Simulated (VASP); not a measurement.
# Mn (Pm-3m) in VASP: relaxation of cell and atoms with PBE

Aim: the relaxation of cell and atoms of Mn with PBE.

Program: VASP 6.6.1. These are calculated values, not measurements. Logs are shortened: lines on timing, memory, paths and dates and some standing lists are left out, and cuts for length are marked.

## Step 1: The cell of the first run

It takes space group Pm-3m (No. 221, cubic). The conventional cell has a = 2.388 Å, b = 2.388 Å, c = 2.388 Å, α = 90.00°, β = 90.00°, γ = 90.00°. Within 3.2 Å of Mn (site symmetry m-3m) lie 6 Mn at 2.39 Å.

## Step 2: Relaxation of cell and atoms, PBE, collinear spin, ferromagnetic start

INCAR reads:

```
SYSTEM = Mn
ALGO = Normal
EDIFF = 1E-6
EDIFFG = -0.005
ENCUT = 600
GGA = PE
IBRION = 2
ISIF = 3
ISMEAR = -1
ISPIN = 2
LASPH = .TRUE.
LCHARG = .FALSE.
LMAXMIX = 4
LORBIT = 11
LREAL = .FALSE.
LWAVE = .FALSE.
MAGMOM = 4
NELM = 150
NSW = 100
PREC = Accurate
SIGMA = 0.05
```

KPOINTS reads:

```
k-points
0
G
  14 14 14
  0 0 0
```

POSCAR reads:

```
Mn
1.0
    2.3879342040      0.0000000000      0.0000000000
    0.0000000000      2.3879342040      0.0000000000
    0.0000000000      0.0000000000      2.3879342040
Mn
1
Direct
    0.0000000000      0.0000000000      0.0000000000
```

Potentials or basis: VASP PAW PBE potentials, release 64 (Mn_pv).

Command:

```
$ cat potpaw_PBE.64/Mn_pv/POTCAR > POTCAR
$ mpirun -np 1 vasp_std > vasp.out
```

OUTCAR:

```text
SYSTEM = Mn
   EDIFF = 1E-6
   EDIFFG = -0.005
   ENCUT = 600
   GGA = PE
   IBRION = 2
   ISIF = 3
   ISMEAR = -1
   ISPIN = 2
   LASPH = .TRUE.
   LORBIT = 11
   LREAL = .FALSE.
   NELM = 150
   NSW = 100
   PREC = Accurate

 ion  position               nearest neighbor table
   1  0.000  0.000  0.000-

  LATTYP: Found a simple cubic cell.
 ALAT       =     2.3879342040

  Lattice vectors:

 A1 = (   2.3879342040,   0.0000000000,   0.0000000000)
 A2 = (   0.0000000000,   2.3879342040,   0.0000000000)
 A3 = (   0.0000000000,   0.0000000000,   2.3879342040)

Analysis of symmetry for initial positions (statically):
=====================================================================
 Subroutine PRICEL returns:
 Original cell was already a primitive cell.

 Routine SETGRP: Setting up the symmetry group for a
 simple cubic supercell.

 Subroutine GETGRP returns: Found 48 space group operations
 (whereof 48 operations were pure point group operations)
 out of a pool of 48 trial point group operations.

The static configuration has the point symmetry O_h .

Analysis of symmetry for dynamics (positions and initial velocities):
=====================================================================
 Subroutine PRICEL returns:
 Original cell was already a primitive cell.

 Routine SETGRP: Setting up the symmetry group for a
 simple cubic supercell.

 Subroutine GETGRP returns: Found 48 space group operations
 (whereof 48 operations were pure point group operations)
 out of a pool of 48 trial point group operations.

The dynamic configuration has the point symmetry O_h .

Analysis of structural, dynamic, and magnetic symmetry:
=====================================================================
 Subroutine PRICEL returns:
 Original cell was already a primitive cell.

 Routine SETGRP: Setting up the symmetry group for a
 simple cubic supercell.

 Subroutine GETGRP returns: Found 48 space group operations
 (whereof 48 operations were pure point group operations)
 out of a pool of 48 trial point group operations.

The overall configuration has the point symmetry O_h .

 Subroutine INISYM returns: Found 48 space group operations
 (whereof 48 operations are pure point group operations),
 and found     1 'primitive' translations

----------------------------------------------------------------------------------------

                                     Primitive cell

[... 108 lines left out ...]
     AMIX_MAG =   1.60;   BMIX_MAG =  1.00
  volume/ion in A,a.u.               =      13.62        91.89
  Fermi-wavevector in a.u.,A,eV,Ry     =   1.612007  3.046252 35.355645  2.598567
  Thomas-Fermi vector in A             =   2.707306
   LORBIT       =     11    0 simple, 1 ext, 2 COOP (PROOUT), +10 PAW based schemes
   GGA     = PE    functional components
   LHFCALC =     F    Hartree Fock is set to
   AEXX    =    0.0000 exact exchange contribution
   IVDW    =     0    specifies the selected vdW correction
   LEPSILON=     F    determine dielectric tensor
   LRPA    =     F    only Hartree local field effects (RPA)
 conjugate gradient relaxation of ions
 spin polarized calculation
  energy-cutoff  :      600.00
  volume of cell :       13.62
 maximum number of plane-waves:       468
 NGX is ok and might be reduce to    20
   NGX =  9   NGY =  9   NGZ =  9

--------------------------------------- Ionic step        1  -------------------------------------------

 number of electron      13.0000000 magnetization       1.4353497

 Free energy of the ion-electron system (eV)
  ---------------------------------------------------
  ext. energy  EPLUGINS =         0.00000000
  ---------------------------------------------------
  free energy    TOTEN  =        -7.96859197 eV

  energy without entropy =       -7.95194864  energy(sigma->0) =       -7.96027031

------------------------ aborting loop because EDIFF is reached ----------------------------------------

  FORCE on cell =-STRESS in cart. coord.  units (eV):
  Direction    XX          YY          ZZ          XY          YZ          ZX
  --------------------------------------------------------------------------------------
  -------------------------------------------------------------------------------------
  Total       -1.0590696     -1.0590696     -1.0590696     -0.0000000      0.0000000     -0.0000000
  in kB     -124.6143420   -124.6143420   -124.6143420     -0.0000000      0.0000000     -0.0000000
  external PRESSURE =    -124.6143420 kB  Pullay stress =       0.0000000 kB
[... 127 lines left out ...]
--------------------------------------- Ionic step        5  -------------------------------------------

 number of electron      12.9999981 magnetization       0.4727614

 Free energy of the ion-electron system (eV)
  ---------------------------------------------------
  ext. energy  EPLUGINS =         0.00000000
  ---------------------------------------------------
  free energy    TOTEN  =        -8.07291504 eV

  energy without entropy =       -8.06174422  energy(sigma->0) =       -8.06732963

 E-fermi :   9.3679     XC(G=0): -13.2483

 val. band max:        9.3660991471   @ k =   0.2143   0.2143   0.0000
 cond. band min:       9.3752755337   @ k =   0.4286   0.4286   0.0000
 fundamental gap:      0.0091763867
 Fermi energy:         9.3678817007

 spin component 1

 k-point     1 :       0.0000    0.0000    0.0000
  band No.  band energies     occupation
      1     -38.5957      1.00000
      2     -38.5957      1.00000
      3     -38.5957      1.00000
      4       1.3800      1.00000
      5       5.6334      1.00000
      6       5.6334      1.00000
      7      10.7038      0.00000
      8      10.7038      0.00000
      9      10.7038      0.00000
     10      29.5928      0.00000
     11      29.5928      0.00000
     12      29.5928      0.00000
[... 333 lines left out ...]
      1     -39.2442      1.00000
      2     -38.8558      1.00000
      3     -38.5072      1.00000
      4       5.2484      1.00000
      5       6.5317      1.00000
      6       7.8581      1.00000
      7       9.3626      0.52655
      8      10.1170      0.00000
      9      10.1773      0.00000
     10      18.5809      0.00000
     11      26.1788      0.00000
     12      33.3414      0.00000

 [... further k-points ...]

 spin component 2

 k-point     1 :       0.0000    0.0000    0.0000
  band No.  band energies     occupation
      1     -38.0646      1.00000
      2     -38.0646      1.00000
      3     -38.0646      1.00000
      4       1.4492      1.00000
      5       5.8616      1.00000
      6       5.8616      1.00000
      7      11.3612      0.00000
      8      11.3612      0.00000
      9      11.3612      0.00000
     10      29.7467      0.00000
     11      29.7467      0.00000
     12      29.7467      0.00000
[... 373 lines left out ...]
  FREE ENERGIE OF THE ION-ELECTRON SYSTEM (eV)
  ---------------------------------------------------
  free  energy   TOTEN  =        -8.0729150408 eV

  energy  without entropy=       -8.0617442168  energy(sigma->0) =       -8.06732963

 reached required accuracy - stopping structural energy minimisation

 total charge

# of ion       s       p       d       tot
------------------------------------------
    1        0.421   6.309   5.261  11.991

 magnetization (x)

# of ion       s       p       d       tot
------------------------------------------
    1       -0.002  -0.006   0.479   0.472
```

CONTCAR:

```text
Mn
   1.00000000000000
     2.2880482237623436   -0.0000000000000000   -0.0000000000000000
    -0.0000000000000000    2.2880482237623436   -0.0000000000000000
    -0.0000000000000000    0.0000000000000000    2.2880482237623436
  Mn
     1
Direct
     0.0000000000000000    0.0000000000000000    0.0000000000000000

  0.00000000E+00  0.00000000E+00  0.00000000E+00
```

Run time: 53 s. Hardware: 1 thread of Intel Xeon 6975P-C (Granite Rapids), shared host; peak memory 0.16 GiB.

What came out:

```yaml
Free_energy: -8.0729 eV
Relaxed_volume: 11.98 Å³/atom
Relaxed_cell: a = 2.288 Å, b = 2.288 Å, c = 2.288 Å, α = 90.00°, β = 90.00°, γ = 90.00°
Space_group_after_relaxing_to_0.05_Å: Pm-3m (No. 221)
Energy_gained_by_relaxing: 104.3 meV/atom
Ionic_steps: 5
Pressure_after_relaxing: 0.0 GPa
Net_moment: 0.47 μB per cell
Site_moments: Mn +0.47 μB
Valence_electrons_inside_the_program's_atomic_spheres: Mn 11.99
```

The path:
| step | energy change (eV) | largest force (eV/Å) | pressure (GPa) | volume (Å³) |
| --- | --- | --- | --- | --- |
| 1 | 0.0000 | 0.0000 | -12.46 | 13.62 |
| 2 | -0.0978 | 0.0000 | 6.21 | 11.63 |
| 3 | -0.1040 | 0.0000 | 1.34 | 11.90 |
| 4 | -0.1041 | 0.0000 | -1.02 | 12.04 |
| 5 | -0.1043 | 0.0000 | 0.02 | 11.98 |

Final structure:
```yaml
crystal:
  lattice:
    - [2.28805, 0.00000, 0.00000]
    - [0.00000, 2.28805, 0.00000]
    - [0.00000, 0.00000, 2.28805]
  atoms:
    - { symbol: Mn, position: [0.00000, 0.00000, 0.00000] }
```

Caveat: the moment fell far below its start of 4 μB, so a state of higher moment may lie lower in energy.
